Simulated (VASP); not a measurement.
# ZnO (CsCl type) (Pm-3m) in VASP: further runs, part 2 of 2

VASP 6.6.1.

## 5. Relaxation of cell and atoms, PBE, target pressure 130 GPa, at which the enthalpy is minimised

This run uses another cell than the first one, of 6.80 Å³/atom.

File INCAR:

```
PREC = Accurate ; ENCUT = 600
EDIFF = 1E-6 ; ISMEAR = -1
SIGMA = 0.1 ; LREAL = False
LASPH = True ; NELM = 80
ALGO = Normal ; ISIF = 3
LWAVE = False ; LCHARG = False
GGA = PE ; IBRION = 2
NSW = 60 ; EDIFFG = -0.005
PSTRESS = 1300.0
```

File KPOINTS:

```
regular mesh
0
Gamma
  16 16 16
```

File POSCAR:

```
ZnO
1.0
    2.3871025746      0.0000000000      0.0000000000
    0.0000000000      2.3871025746      0.0000000000
    0.0000000000      0.0000000000      2.3871025746
Zn O
1 1
Direct
    0.0000000000      0.0000000000      0.0000000000
    0.5000000000      0.5000000000      0.5000000000
```

Potentials or basis: VASP PAW PBE potentials, release 64 (Zn, O).

Launch:

```console
cat potpaw_PBE.64/Zn/POTCAR potpaw_PBE.64/O/POTCAR > POTCAR
mpirun -np 1 vasp_std > vasp.out
```

OUTCAR:

```text
PREC = Accurate
   ENCUT = 600
   EDIFF = 1E-6
   ISMEAR = -1
   LREAL = False
   LASPH = True
   NELM = 80
   ISIF = 3
   GGA = PE
   IBRION = 2
   NSW = 60
   EDIFFG = -0.005
   PSTRESS = 1300.0

 ion  position               nearest neighbor table
   1  0.000  0.000  0.000-   2 2.07   2 2.07   2 2.07   2 2.07   2 2.07   2 2.07   2 2.07   2 2.07

   2  0.500  0.500  0.500-   1 2.07   1 2.07   1 2.07   1 2.07   1 2.07   1 2.07   1 2.07   1 2.07

  LATTYP: Found a simple cubic cell.
 ALAT       =     2.3871025746

  Lattice vectors:

 A1 = (   2.3871025746,   0.0000000000,   0.0000000000)
 A2 = (   0.0000000000,   2.3871025746,   0.0000000000)
 A3 = (   0.0000000000,   0.0000000000,   2.3871025746)

Analysis of symmetry for initial positions (statically):
=====================================================================
 Subroutine PRICEL returns:
 Original cell was already a primitive cell.

 Routine SETGRP: Setting up the symmetry group for a
 simple cubic supercell.

 Subroutine GETGRP returns: Found 48 space group operations
 (whereof 48 operations were pure point group operations)
 out of a pool of 48 trial point group operations.

The static configuration has the point symmetry O_h .

Analysis of symmetry for dynamics (positions and initial velocities):
=====================================================================
 Subroutine PRICEL returns:
 Original cell was already a primitive cell.

 Routine SETGRP: Setting up the symmetry group for a
 simple cubic supercell.

 Subroutine GETGRP returns: Found 48 space group operations
 (whereof 48 operations were pure point group operations)
 out of a pool of 48 trial point group operations.

The dynamic configuration has the point symmetry O_h .

 Subroutine INISYM returns: Found 48 space group operations
 (whereof 48 operations are pure point group operations),
 and found     1 'primitive' translations

[... 131 lines left out ...]
   NGX =  9   NGY =  9   NGZ =  9

--------------------------------------- Ionic step        1  -------------------------------------------

 number of electron      17.9999995 magnetization

 Free energy of the ion-electron system (eV)
  ---------------------------------------------------
  ext. energy  EPLUGINS =         0.00000000
  ---------------------------------------------------
  free energy    TOTEN  =        -5.74559036 eV

  energy without entropy =       -5.74558813  energy(sigma->0) =       -5.74558924

------------------------ aborting loop because EDIFF is reached ----------------------------------------

  FORCE on cell =-STRESS in cart. coord.  units (eV):
  Direction    XX          YY          ZZ          XY          YZ          ZX
  --------------------------------------------------------------------------------------
  -------------------------------------------------------------------------------------
  Total       11.2173869     11.2173869     11.2173869      0.0000000     -0.0000000     -0.0000000
  in kB     1321.2622858   1321.2622858   1321.2622858      0.0000000     -0.0000000     -0.0000000
  external PRESSURE =      21.2622858 kB  Pullay stress =    1300.0000000 kB
[... 63 lines left out ...]
--------------------------------------- Ionic step        3  -------------------------------------------

 number of electron      17.9999993 magnetization

 Free energy of the ion-electron system (eV)
  ---------------------------------------------------
  ext. energy  EPLUGINS =         0.00000000
  ---------------------------------------------------
  free energy    TOTEN  =        -5.77991273 eV

  energy without entropy =       -5.77991018  energy(sigma->0) =       -5.77991145

 E-fermi :   8.2648     XC(G=0): -14.6454

 val. band max:        7.2409505634   @ k =   0.5000   0.0000   0.0000
 cond. band min:       8.8740143745   @ k =   0.0000   0.0000   0.0000
 fundamental gap:      1.6330638111
 Fermi energy:         8.2647653748

 k-point     1 :       0.0000    0.0000    0.0000
  band No.  band energies     occupation
      1     -14.9805      2.00000
      2      -0.6310      2.00000
      3      -0.6310      2.00000
      4       1.5466      2.00000
      5       1.5466      2.00000
      6       1.5466      2.00000
      7       4.9275      2.00000
      8       4.9275      2.00000
      9       4.9275      2.00000
     10       8.8740      0.00451
     11      23.0932      0.00000
     12      23.0932      0.00000
     13      29.9892      0.00000
[... 354 lines left out ...]
  band No.  band energies     occupation
      1     -12.4269      2.00000
      2      -3.8776      2.00000
      3      -0.1909      2.00000
      4       0.0685      2.00000
      5       0.2564      2.00000
      6       1.5225      2.00000
      7       2.5027      2.00000
      8       6.0486      2.00000
      9       7.1517      1.99997
     10      15.5546      0.00000
     11      16.2282      0.00000
     12      23.9961      0.00000
     13      26.1055      0.00000

 [... further k-points ...]

------------------------ aborting loop because EDIFF is reached ----------------------------------------

  FORCE on cell =-STRESS in cart. coord.  units (eV):
  Direction    XX          YY          ZZ          XY          YZ          ZX
  --------------------------------------------------------------------------------------
  -------------------------------------------------------------------------------------
  Total       11.0661846     11.0661846     11.0661846     -0.0000000     -0.0000000      0.0000000
  in kB     1299.4438395   1299.4438395   1299.4438395     -0.0000000     -0.0000000      0.0000000
  external PRESSURE =      -0.5561605 kB  Pullay stress =    1300.0000000 kB
[... 21 lines left out ...]
  energy  without entropy=       -5.7799101794  energy(sigma->0) =       -5.77991145

  enthalpy is  TOTEN    =         5.2910081727 eV   P V=       11.0709208982

 reached required accuracy - stopping structural energy minimisation
```

CONTCAR:

```text
ZnO
   1.00000000000000
     2.3895547884596549   -0.0000000000000000   -0.0000000000000000
     0.0000000000000000    2.3895547884596549    0.0000000000000000
    -0.0000000000000000   -0.0000000000000000    2.3895547884596549
  Zn              O
     1     1
Direct
     0.0000000000000000    0.0000000000000000    0.0000000000000000
     0.5000000000000000    0.5000000000000000    0.5000000000000000

  0.00000000E+00  0.00000000E+00  0.00000000E+00
  0.00000000E+00  0.00000000E+00  0.00000000E+00
```

It took 1.7 min on 1 thread of Intel Xeon 8259CL, shared host; peak memory 0.16 GiB.

Results:

- Free energy: -5.7799 eV
- Relaxed volume: 6.82 Å³/atom
- Relaxed cell: a = 2.390 Å, b = 2.390 Å, c = 2.390 Å, α = 90.00°, β = 90.00°, γ = 90.00°
- Space group after relaxing (to 0.1 Å): Pm-3m (No. 221)
- Energy change on relaxing (the run minimises the enthalpy): -17.2 meV/atom
- Ionic steps: 3
- Pressure after relaxing: 129.9 GPa
- Band gap on the k mesh: 1.63 eV (least direct gap 3.95 eV)

The path:
```csv
step,energy change (eV),largest force (eV/Å),pressure (GPa),volume (Å³)
1,0.0000,0.0000,132.13,13.60
2,-0.1423,0.0000,123.66,13.78
3,-0.0343,0.0000,129.94,13.64
```

Final structure:
```
CELL_PARAMETERS angstrom
2.38955 0.00000 0.00000
0.00000 2.38955 0.00000
0.00000 0.00000 2.38955
ATOMIC_POSITIONS crystal
Zn 0.00000 0.00000 0.00000
O 0.50000 0.50000 0.50000
```

Levels at points of the mesh, in eV from the valence-band top:
| k point | band 7 | band 8 | band 9 | band 10 | band 11 | band 12 |
| --- | --- | --- | --- | --- | --- | --- |
| (0.00, 0.00, 0.00) | -2.31 | -2.31 | -2.31 | 1.63 | 15.85 | 15.85 |
| (0.50, 0.00, 0.00) | -4.71 | 0.00 | 0.00 | 7.27 | 9.76 | 18.16 |
| (0.50, 0.50, 0.00) | -5.68 | -5.20 | -0.71 | 3.93 | 13.12 | 13.12 |
| (0.50, 0.50, 0.50) | -1.36 | -1.36 | -1.36 | 5.67 | 5.67 | 5.67 |

Caveat: the cell is relaxed towards a set pressure, so the run minimises the enthalpy, not the energy. A k mesh can miss the band edges.

## 6. Relaxation of cell and atoms, PBE, target pressure 130 GPa, at which the enthalpy is minimised

File INCAR:

```
SYSTEM = ZnO
ALGO = Normal
EDIFF = 1E-6
EDIFFG = -0.005
ENCUT = 600
GGA = PE
IBRION = 2
ISIF = 3
ISMEAR = -1
LASPH = .TRUE.
LCHARG = .FALSE.
LREAL = .FALSE.
LWAVE = .FALSE.
NELM = 100
NSW = 32
PREC = Accurate
PSTRESS = 1300.0
SIGMA = 0.1
```

File KPOINTS:

```
k-points
0
G
  16 16 16
  0 0 0
```

File POSCAR:

```
ZnO
1.0
    2.3848008007      0.0000000000      0.0000000000
    0.0000000000      2.3848008007      0.0000000000
    0.0000000000      0.0000000000      2.3848008007
Zn O
1 1
Direct
    0.0000000000      0.0000000000      0.0000000000
    0.5000000000      0.5000000000      0.5000000000
```

Potentials or basis: VASP PAW PBE potentials, release 64 (Zn, O).

Launch:

```console
cat potpaw_PBE.64/Zn/POTCAR potpaw_PBE.64/O/POTCAR > POTCAR
mpirun -np 1 vasp_std > vasp.out
```

Wall time 87 s (1 thread of Intel Xeon 8259CL, shared host); peak memory 0.16 GiB.

Results (log left out):

```yaml
Free_energy: -5.7819 eV
Relaxed_volume: 6.82 Å³/atom
Relaxed_cell: a = 2.390 Å, b = 2.390 Å, c = 2.390 Å, α = 90.00°, β = 90.00°, γ = 90.00°
Space_group_after_relaxing_to_0.1_Å: Pm-3m (No. 221)
Energy_change_on_relaxing_the_run_minimises_the_enthalpy: -34.6 meV/atom
Ionic_steps: 5
Pressure_after_relaxing: 130.0 GPa
Band_gap_on_the_k_mesh: 1.63 eV (least direct gap 3.94 eV)
```

The path:
| step | energy change (eV) | largest force (eV/Å) | pressure (GPa) | volume (Å³) |
| --- | --- | --- | --- | --- |
| 1 | 0.0000 | 0.0000 | 134.08 | 13.56 |
| 2 | -0.2685 | 0.0000 | 118.10 | 13.90 |
| 3 | -0.0669 | 0.0000 | 130.32 | 13.64 |
| 4 | -0.0724 | 0.0000 | 129.53 | 13.65 |
| 5 | -0.0691 | 0.0000 | 129.99 | 13.65 |

Final structure:
```xyz
2
Lattice="2.3897 0.0000 0.0000 0.0000 2.3897 0.0000 0.0000 0.0000 2.3897" Properties=species:S:1:pos:R:3 pbc="T T T"
Zn    0.0000    0.0000    0.0000
O     1.1949    1.1949    1.1949
```

Levels at points of the mesh, in eV from the valence-band top:
```tsv
k point	band 5	band 6	band 7	band 8	band 9	band 10	band 11	band 12	band 13
(0.00, 0.00, 0.00)	-5.69	-5.69	-2.31	-2.31	-2.31	1.63	15.85	15.85	22.75
(0.50, 0.00, 0.00)	-7.09	-5.62	-4.71	0.00	0.00	7.27	9.76	18.16	18.88
(0.50, 0.50, 0.00)	-6.26	-6.26	-5.68	-5.20	-0.70	3.93	13.12	13.12	19.13
(0.50, 0.50, 0.50)	-5.16	-5.16	-1.36	-1.36	-1.36	5.67	5.67	5.67	14.55
```

Caveat: the cell is relaxed towards a set pressure, so the run minimises the enthalpy, not the energy.

## 7. Relaxation of cell and atoms, PBE

This run uses another cell than the first one, of 10.00 Å³/atom.

File INCAR:

```
SYSTEM = ZnO
PREC = Accurate
ENCUT = 600
EDIFF = 1E-7
ISMEAR = -1
SIGMA = 0.1
LREAL = .False.
LASPH = .True.
NELM = 80
ALGO = Normal
ISIF = 3
LWAVE = .False.
LCHARG = .False.
GGA = PE
IBRION = 2
NSW = 60
EDIFFG = -0.005
```

File KPOINTS:

```
Automatic mesh
0
Gamma
  15 15 15
  0 0 0
```

File POSCAR:

```
ZnO
1.0
    2.7144176166      0.0000000000      0.0000000000
    0.0000000000      2.7144176166      0.0000000000
    0.0000000000      0.0000000000      2.7144176166
Zn O
1 1
Direct
    0.0000000000      0.0000000000      0.0000000000
    0.5000000000      0.5000000000      0.5000000000
```

Launch:

```console
cat potpaw_PBE.64/Zn/POTCAR potpaw_PBE.64/O/POTCAR > POTCAR
mpirun -np 1 vasp_std > vasp.out
```

It took 1.7 min on 1 thread of Intel Xeon 8259CL, shared host; peak memory 0.17 GiB.

It converged, with:

```yaml
Free_energy: -7.4975 eV
Relaxed_volume: 9.74 Å³/atom
Relaxed_cell: a = 2.691 Å, b = 2.691 Å, c = 2.691 Å, α = 90.00°, β = 90.00°, γ = 90.00°
Space_group_after_relaxing_to_0.1_Å: Pm-3m (No. 221)
Energy_gained_by_relaxing: 3.2 meV/atom
Ionic_steps: 3
Pressure_after_relaxing: 0.0 GPa
Band_gap_on_the_k_mesh: zero (bands 9 and 10 overlap by 0.85 eV)
```

The path:
| step | energy change (eV) | largest force (eV/Å) | pressure (GPa) | volume (Å³) |
| --- | --- | --- | --- | --- |
| 1 | 0.0000 | 0.0000 | -3.87 | 20.00 |
| 2 | -0.0056 | 0.0000 | 1.48 | 19.31 |
| 3 | -0.0064 | 0.0000 | 0.02 | 19.49 |

Final structure:
```yaml
crystal:
  lattice:
    - [2.69095, 0.00000, 0.00000]
    - [0.00000, 2.69095, 0.00000]
    - [0.00000, 0.00000, 2.69095]
  atoms:
    - { symbol: Zn, position: [0.00000, 0.00000, 0.00000] }
    - { symbol: O, position: [0.50000, 0.50000, 0.50000] }
```

Levels at points of the mesh, in eV from the Fermi level:
| k point | band 7 | band 8 | band 9 | band 10 | band 11 | band 12 |
| --- | --- | --- | --- | --- | --- | --- |
| (0.00, 0.00, 0.00) | -1.50 | -1.50 | -1.50 | -1.18 | 13.81 | 13.81 |

## 8. The runs side by side

```csv
task,cell,k mesh,cutoff (eV),gap on the mesh (eV),pressure (GPa)
single point,"a = 2.385 Å, 2 atoms",16 × 16 × 16,520,1.69,134.4
single point,"a = 2.384 Å, 2 atoms",16 × 16 × 16,520,1.69,134.8
single point,"a = 2.688 Å, 2 atoms",15 × 15 × 15,520,none,0.7
relaxation of cell and atoms,"relaxed to 130 GPa from a = 2.387 Å, 2 atoms",16 × 16 × 16,600,1.63,129.9
relaxation of cell and atoms,"relaxed to 130 GPa from a = 2.385 Å, 2 atoms",16 × 16 × 16,600,1.63,130.0
relaxation of cell and atoms,"relaxed from a = 2.714 Å, 2 atoms",15 × 15 × 15,600,none,0.0
```

Alike in all rows: level PBE; potentials or basis VASP PAW PBE potentials, release 64 (Zn, O); no spin polarisation; smearing fermi-dirac 0.1 eV.

Caveats: the cell stands under pressure (at least some runs); the cell is relaxed towards a set pressure, so the run minimises the enthalpy, not the energy (at least some runs).

Absolute energies hang on the potentials; compare differences alone.
